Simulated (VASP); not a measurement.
A run of VASP 6.6.1 is set up as follows.

File INCAR:

```
SYSTEM = BiTe
PREC = Accurate ; ENCUT = 520
EDIFF = 1E-6 ; ISMEAR = 0
SIGMA = 0.15 ; LREAL = .False.
LASPH = .True. ; NELM = 60
ALGO = Normal ; ISIF = 2
LWAVE = .False. ; LCHARG = .True.
GGA = PE ; LELF = .True.
LVHAR = .True. ; NBANDS = 18
```

Contents of KPOINTS:

```
Automatic mesh
0
Gamma
  18 18 18
  0 0 0
```

File POSCAR:

```
BiTe
1.0
    0.0000000000      3.6495257743      2.5802147225
    3.6495257743      0.0000000000      2.5802147225
    3.6495257743      3.6495257743      0.0000000000
Bi Te
1 1
Direct
    0.0000000000      0.0000000000      0.0000000000
    0.5000000000      0.5000000000      0.5000000000
```

Potentials or basis: VASP PAW PBE potentials, release 64 (Bi_d, Te).

Launch:

```sh
$ cat potpaw_PBE.64/Bi_d/POTCAR potpaw_PBE.64/Te/POTCAR > POTCAR
$ mpirun -np 1 vasp_std > vasp.out
```

Question: What does it give for the band gap on the k mesh?

Answer: Zero (an odd number of electrons rules out a gap without spin polarisation).

Question: What does it give for the pressure?

Answer: 15.4 GPa.

Stress tensor (GPa, compression positive):
```
-0.91  0.00  0.00
 0.00 -0.91  0.00
 0.00  0.00 47.89
```

Caveat: the stress differs along the axes, from -1 to 48 GPa; spin-orbit coupling is left out, which moves the levels of the heavy elements.
